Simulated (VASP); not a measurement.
# C (I4_1/amd) in VASP: a series of runs

The runs below take C through single point, with PBE.

Program: VASP 6.6.1. These are calculated values, not measurements. Logs are shortened: lines on timing, memory, paths and dates and some standing lists are left out, and cuts for length are marked.

## 1. The cell of the first run

The structure is tetragonal, space group I4_1/amd (No. 141). The conventional cell has a = 2.915 Å, b = 2.915 Å, c = 2.680 Å, α = 90.00°, β = 90.00°, γ = 90.00°. Within 2.1 Å of C (site symmetry -4m2) lie 4 C at 1.60 Å.

## 2. Single point, PBE

INCAR reads:

```
SYSTEM = C
PREC = Accurate ; ENCUT = 520
EDIFF = 1E-6 ; ISMEAR = 0
SIGMA = 0.05 ; LREAL = .False.
LASPH = .True. ; NELM = 80
ALGO = Normal ; ISIF = 2
LWAVE = .False. ; LCHARG = .False.
GGA = PE ; NBANDS = 11
```

KPOINTS reads:

```
regular mesh
0
Gamma
  12 12 12
  0 0 0
```

POSCAR reads:

```
C
1.0
    0.0000000000      2.0614833952      1.3399642069
    2.0614833952      0.0000000000      1.3399642069
    2.0614833952      2.0614833952      0.0000000000
C
2
Direct
    0.5000000000      0.5000000000      0.5000000000
    0.7500000000      0.7500000000      0.7500000000
```

Potentials or basis: VASP PAW PBE potentials, release 64 (C).

Launch:

```
$ cat potpaw_PBE.64/C/POTCAR > POTCAR
$ mpirun -np 1 vasp_std > vasp.out
```

OUTCAR:

```text
SYSTEM = C
   PREC = Accurate
   ENCUT = 520
   EDIFF = 1E-6
   ISMEAR = 0
   LREAL = .False.
   LASPH = .True.
   NELM = 80
   ISIF = 2
   GGA = PE

 ion  position               nearest neighbor table
   1  0.500  0.500  0.500-   2 1.60   2 1.60   2 1.60   2 1.60
   2  0.750  0.750  0.750-   1 1.60   1 1.60   1 1.60   1 1.60

  LATTYP: Found a body centered tetragonal cell.
 ALAT       =     2.9153777761
 C/A-ratio  =     0.9192388156

  Lattice vectors:

 A1 = (   0.0000000000,  -2.0614833952,  -1.3399642069)
 A2 = (   0.0000000000,   2.0614833952,  -1.3399642069)
 A3 = (   2.0614833952,   0.0000000000,   1.3399642069)

Analysis of symmetry for initial positions (statically):
=====================================================================
 Subroutine PRICEL returns:
 Original cell was already a primitive cell.

 Routine SETGRP: Setting up the symmetry group for a
 body centered tetragonal supercell.

 Subroutine GETGRP returns: Found 16 space group operations
 (whereof  8 operations were pure point group operations)
 out of a pool of 16 trial point group operations.

The static configuration has the point symmetry D_2d.
 The point group associated with its full space group is D_4h.

Analysis of symmetry for dynamics (positions and initial velocities):
=====================================================================
 Subroutine PRICEL returns:
 Original cell was already a primitive cell.

 Routine SETGRP: Setting up the symmetry group for a
 body centered tetragonal supercell.

 Subroutine GETGRP returns: Found 16 space group operations
 (whereof  8 operations were pure point group operations)
 out of a pool of 16 trial point group operations.

The dynamic configuration has the point symmetry D_2d.
 The point group associated with its full space group is D_4h.

 Subroutine INISYM returns: Found 16 space group operations
 (whereof  8 operations are pure point group operations),
 and found     1 'primitive' translations

----------------------------------------------------------------------------------------

                                     Primitive cell

  volume of cell :      11.3889

  direct lattice vectors                    reciprocal lattice vectors
     0.000000000  2.061483395  1.339964207    -0.242543792  0.242543792  0.373144296
     2.061483395  0.000000000  1.339964207     0.242543792 -0.242543792  0.373144296
     2.061483395  2.061483395  0.000000000     0.242543792  0.242543792 -0.373144296

  length of vectors
     2.458702476  2.458702476  2.915377776     0.506844796  0.506844796  0.506844796

  position of ions in fractional coordinates (direct lattice)
     0.500000000  0.500000000  0.500000000
     0.750000000  0.750000000  0.750000000

  ion indices of the primitive-cell ions
   primitive index   ion index
                 1           1
                 2           2

----------------------------------------------------------------------------------------

 KPOINTS: regular mesh

Automatic generation of k-mesh.
 Grid dimensions read from file:
 generate k-points for:   12   12   12

 Generating k-lattice:

  Cartesian coordinates                     Fractional coordinates (reciprocal lattice)
    -0.020211983  0.020211983  0.031095358     0.083333333  0.000000000  0.000000000
     0.020211983 -0.020211983  0.031095358     0.000000000  0.083333333  0.000000000
     0.020211983  0.020211983 -0.031095358     0.000000000  0.000000000  0.083333333

  Length of vectors
     0.042237066  0.042237066  0.042237066

  Shift w.r.t. Gamma in fractional coordinates (k-lattice)
     0.000000000  0.000000000  0.000000000

 Subroutine IBZKPT returns following result:
 ===========================================

 Found    163 irreducible k-points:

 Following reciprocal coordinates:
            Coordinates               Weight
  0.000000  0.000000  0.000000      1.000000
  0.083333 -0.000000  0.000000      8.000000
  0.166667  0.000000  0.000000      8.000000
  0.250000  0.000000  0.000000      8.000000
  0.333333  0.000000  0.000000      8.000000
  0.416667  0.000000  0.000000      8.000000
[... 16 lines left out ...]
  0.500000  0.166667  0.000000      8.000000
 -0.416667  0.166667  0.000000      8.000000
 [... further k-points ...]
   k-points           NKPTS =    163   k-points in BZ     NKDIM =    163   number of bands    NBANDS=     11
   number of dos      NEDOS =    301   number of ions     NIONS =      2
   total plane-waves  NPLWV =   7776
   dimension x,y,z NGX =    18 NGY =   18 NGZ =   24
   dimension x,y,z NGXF=    36 NGYF=   36 NGZF=   48
   ions per type =               2
   NGX,Y,Z   is equivalent  to a cutoff of  12.17, 12.17, 13.69 a.u.
   NGXF,Y,Z  is equivalent  to a cutoff of  24.34, 24.34, 27.37 a.u.
 SYSTEM =  C
   PREC   = accura    normal or accurate (medium, high low for compatibility)
   ISTART =      0    job   : 0-new  1-cont  2-samecut
   ICHARG =      2    charge: 1-file 2-atom 10-const
   ISPIN  =      1    spin polarized calculation?
   LNONCOLLINEAR =      F non collinear calculations
   LSORBIT =      F    spin-orbit coupling
   LASPH  =      T    aspherical Exc in radial PAW
   ENCUT  =  520.0 eV  38.22 Ry    6.18 a.u.   4.57  4.57  5.42*2*pi/ulx,y,z
   NELM   =     80;   NELMIN=  2; NELMDL= -5     # of ELM steps
   EDIFF  = 0.1E-05   stopping-criterion for ELM
   LREAL  =      F    real-space projection
   EDIFFG = 0.1E-04   stopping-criterion for IOM
   NSW    =      0    number of steps for IOM
   IBRION =     -1    ionic relax: 0-MD 1-quasi-New 2-CG
   NFREE  =      0    steps in history (QN), initial steepest desc. (CG)
   ISIF   =      2    stress and relaxation
   ISYM   =      2    0-nonsym 1-usesym 2-fastsym
   POTIM  = 0.5000    time-step for ionic-motion
   TEBEG  =    0.0;   TEEND  =   0.0 temperature during run
   PSTRESS=    0.0 pullay stress
   NELECT =       8.0000    total number of electrons
   NUPDOWN=      -1.0000    fix difference up-down
   EMIN   =  10.00;   EMAX   =-10.00  energy-range for DOS
   EFERMI =   0.00;   METHOD = LEGACY
   ISMEAR =     0;   SIGMA  =   0.05  broadening in eV -4-tet -1-fermi 0-gaus
   EFERMI_NEDOS =   21; number of points for ismear=-14 and -15
   IALGO  =     38    algorithm
   IMIX   =      4    mixing-type and parameters
     AMIX     =   0.40;   BMIX     =  1.00
     AMIX_MAG =   1.60;   BMIX_MAG =  1.00
  volume/ion in A,a.u.               =       5.69        38.43
  Fermi-wavevector in a.u.,A,eV,Ry     =   1.455271  2.750063 28.814604  2.117814
  Thomas-Fermi vector in A             =   2.572325
   LORBIT       =      0    0 simple, 1 ext, 2 COOP (PROOUT), +10 PAW based schemes
   GGA     = PE    functional components
   LHFCALC =     F    Hartree Fock is set to
   AEXX    =    0.0000 exact exchange contribution
   IVDW    =     0    specifies the selected vdW correction
   LEPSILON=     F    determine dielectric tensor
   LRPA    =     F    only Hartree local field effects (RPA)
 non-spin polarized calculation
 Gauss-broadening in eV      SIGMA  =   0.05
  energy-cutoff  :      520.00
  volume of cell :       11.39
 maximum number of plane-waves:       321
   NGX =  9   NGY =  9   NGZ = 11

 number of electron       7.9999999 magnetization

 Free energy of the ion-electron system (eV)
  ---------------------------------------------------
  ext. energy  EPLUGINS =         0.00000000
  ---------------------------------------------------
  free energy    TOTEN  =       -15.50720724 eV

  energy without entropy =      -15.50676709  energy(sigma->0) =      -15.50698716

 E-fermi :  10.0577     XC(G=0): -13.4844

 val. band max:       10.0501866286   @ k =  -0.4167   0.4167   0.0833
 cond. band min:      10.1209278623   @ k =  -0.4167   0.4167   0.0000
 fundamental gap:      0.0707412337
 Fermi energy:        10.0577324897

 k-point     1 :       0.0000    0.0000    0.0000
  band No.  band energies     occupation
      1     -11.5340      2.00000
      2       8.2485      2.00000
      3       8.2485      2.00000
      4      12.9649      0.00000
      5      13.9994      0.00000
      6      18.8031      0.00000
      7      18.8031      0.00000
      8      20.5392      0.00000
      9      26.8888      0.00000
     10      31.2382      0.00000
     11      33.0618      0.00000

 k-point     2 :       0.0833   -0.0000    0.0000
  band No.  band energies     occupation
      1     -11.3196      2.00000
      2       7.8227      2.00000
      3       7.9267      2.00000
      4      12.3398      0.00000
      5      13.8578      0.00000
      6      18.7412      0.00000
      7      18.9947      0.00000
      8      20.8117      0.00000
      9      27.1266      0.00000
     10      31.3517      0.00000
     11      31.7430      0.00000

 k-point     3 :       0.1667    0.0000    0.0000
  band No.  band energies     occupation
      1     -10.6788      2.00000
      2       6.4597      2.00000
      3       7.1495      2.00000
      4      11.0743      0.00000
      5      13.4941      0.00000
      6      18.3615      0.00000
      7      19.2446      0.00000
      8      21.8068      0.00000
      9      28.2784      0.00000
     10      30.9255      0.00000
     11      32.6160      0.00000

 k-point     4 :       0.2500    0.0000    0.0000
  band No.  band energies     occupation
      1      -9.6194      2.00000
      2       4.2028      2.00000
      3       6.2565      2.00000
      4       9.9835      1.96427
      5      13.0667      0.00000
      6      17.6608      0.00000
      7      19.5648      0.00000
      8      23.1762      0.00000
      9      30.4839      0.00000
     10      31.2700      0.00000
     11      33.4896      0.00000
[... 239 lines left out ...]
 k-point    22 :       0.4167    0.1667    0.0000
  band No.  band energies     occupation
      1      -5.2819      2.00000
      2      -0.7651      2.00000
      3       3.5788      2.00000
      4       7.3762      2.00000
      5      11.5614      0.00000
      6      18.1593      0.00000
      7      19.0074      0.00000
      8      23.5895      0.00000
      9      35.0501      0.00000
     10      36.0074      0.00000
     11      37.1350      0.00000

 k-point    23 :       0.5000    0.1667    0.0000
  band No.  band energies     occupation
      1      -4.2231      2.00000
      2      -2.0967      2.00000
      3       3.3069      2.00000
      4       7.0909      2.00000
      5      12.3367      0.00000
      6      18.4115      0.00000
      7      19.1776      0.00000
      8      24.1056      0.00000
      9      32.8059      0.00000
     10      35.4639      0.00000
     11      36.5158      0.00000

 k-point    24 :      -0.4167    0.1667    0.0000
  band No.  band energies     occupation
      1      -5.8750      2.00000
      2      -0.1799      2.00000
      3       3.4088      2.00000
      4       7.1108      2.00000
      5      12.8234      0.00000
      6      19.3037      0.00000
      7      19.5606      0.00000
      8      24.2178      0.00000
      9      30.7104      0.00000
     10      33.1877      0.00000
     11      34.8987      0.00000

 [... further k-points ...]
[... 5 lines left out ...]
  --------------------------------------------------------------------------------------
  -------------------------------------------------------------------------------------
  Total       -4.4338935     -4.4338935      8.9583637      0.0000000      0.0000000      0.0000000
  in kB     -623.7534548   -623.7534548   1260.2491104      0.0000000      0.0000000      0.0000000
  external PRESSURE =       4.2474003 kB  Pullay stress =       0.0000000 kB

 VOLUME and BASIS-vectors are now :
 -----------------------------------------------------------------------------
  energy-cutoff  :      520.00
  volume of cell :       11.39
      direct lattice vectors                 reciprocal lattice vectors
     0.000000000  2.061483395  1.339964207    -0.242543792  0.242543792  0.373144296
     2.061483395  0.000000000  1.339964207     0.242543792 -0.242543792  0.373144296
     2.061483395  2.061483395  0.000000000     0.242543792  0.242543792 -0.373144296

 POSITION                                       TOTAL-FORCE (eV/Angst)
 -----------------------------------------------------------------------------------
      2.06148      2.06148      1.33996        -0.000000     -0.000000      0.000000
      3.09223      3.09223      2.00995         0.000000      0.000000     -0.000000
 -----------------------------------------------------------------------------------
    total drift:                                0.000000     -0.000000      0.000000

  FREE ENERGIE OF THE ION-ELECTRON SYSTEM (eV)
  ---------------------------------------------------
  free  energy   TOTEN  =       -15.5072072351 eV

  energy  without entropy=      -15.5067670855  energy(sigma->0) =      -15.50698716
```

It took 13 s on 1 thread of Intel Xeon Platinum 8259CL at 2.50GHz (Skylake/Cascade Lake), shared host; peak memory 0.13 GiB.

Results:

- Free energy: -15.5072 eV
- Pressure: 0.4 GPa
- Band gap on the k mesh: zero (band 4 reaches 12.96 eV, above the bottom of band 5 at 7.83 eV)

## 3. Single point, PBE

This run uses another cell than the first one, of the same volume but with other edges.

INCAR reads:

```
PREC = Accurate ; ENCUT = 520
EDIFF = 1E-6 ; ISMEAR = 0
SIGMA = 0.05 ; LREAL = False
LASPH = True ; NELM = 60
ALGO = Normal ; ISIF = 2
LWAVE = False ; LCHARG = True
GGA = PE ; LELF = True
LVHAR = True ; NBANDS = 11
```

KPOINTS reads:

```
regular mesh
0
Gamma
  12 12 12
```

POSCAR reads:

```
C
1.0
    0.0000000000      1.5599854230      2.3399781345
    1.5599854230      0.0000000000      2.3399781345
    1.5599854230      1.5599854230      0.0000000000
C
2
Direct
    0.5000000000      0.5000000000      0.5000000000
    0.7500000000      0.7500000000      0.7500000000
```

Potentials or basis: VASP PAW PBE potentials, release 64 (C).

Launch:

```
$ cat potpaw_PBE.64/C/POTCAR > POTCAR
$ mpirun -np 1 vasp_std > vasp.out
```

Run time: 12 s. Hardware: 1 thread of Intel Xeon Platinum 8259CL at 2.50GHz (Skylake/Cascade Lake), shared host; peak memory 0.13 GiB.

Results (log left out):

```yaml
Free_energy: -13.9207 eV
Pressure: 10.1 GPa
Band_gap_on_the_k_mesh: zero (band 4 reaches 12.95 eV, above the bottom of band 5 at 11.39 eV)
```

Stress tensor (GPa, compression positive):
```
 140.48    0.00    0.00
   0.00  140.48    0.00
   0.00    0.00 -250.72
```

Levels at points of the mesh, in eV from the Fermi level:
```csv
k point,band 2,band 3,band 4,band 5,band 6,band 7
"(0.00, 0.00, 0.00)",-7.52,0.96,0.96,3.40,3.40,3.60
"(0.50, 0.00, 0.00)",-14.98,-8.33,-1.28,0.05,7.73,10.90
"(0.50, 0.50, 0.00)",-18.20,-3.35,-3.35,9.42,9.42,11.78
"(0.50, 0.00, 0.50)",-12.16,-8.98,-8.98,0.54,0.54,9.48
```
